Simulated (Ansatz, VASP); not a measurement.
N: VASP beside Ansatz

```
N
1.0
     5.64900    0.05649    0.05649
     0.05649    5.64900    0.05649
     0.05649    0.05649    5.64900
N
4
Direct
  0.03000 0.03000 0.03000
  0.47000 0.97000 0.53000
  0.53000 0.47000 0.97000
  0.97000 0.53000 0.47000
```

Change from the starting cell: equal xy, yz and zx shear strains of +2 %, PAW files.

Alike in both runs: task electric field gradients; functional PBEsol; k mesh 4 × 4 × 4; occupations fermi-dirac, width 0.02 eV; no spin polarisation.

|  | VASP | Ansatz |
| --- | --- | --- |
| version | VASP 6.6.1 | Ansatz 0.2.0 |
| potentials or method | VASP PAW PBE potentials, release 64 (N) | PAW with Ansatz's default frozen-core files, scalar-relativistic |
| plane-wave cutoff (eV) | 520 | 420 |
| valence electrons in the cell | 20 | 20 |

|  | VASP | Ansatz | Ansatz less VASP |
| --- | --- | --- | --- |
| pressure (GPa) | -4.2 | -4.1 | +0.03 |
| traceless stress, the component that is largest in VASP (GPa) | 0.17 | 0.17 | -0.002 |
| rms of the force components (eV/Å) | 0.228 | 0.229 | +0.0013 |
| size of Vzz on the site where it differs most (V/Å²) | 7.0 | 6.9 | -0.08 |

VASP's potentials were made for PBE, not for PBEsol. Atom by atom the forces differ by 0.001 eV/Å (rms over components). With one functional, cell and mesh, what is left measures potentials, basis and numerics.
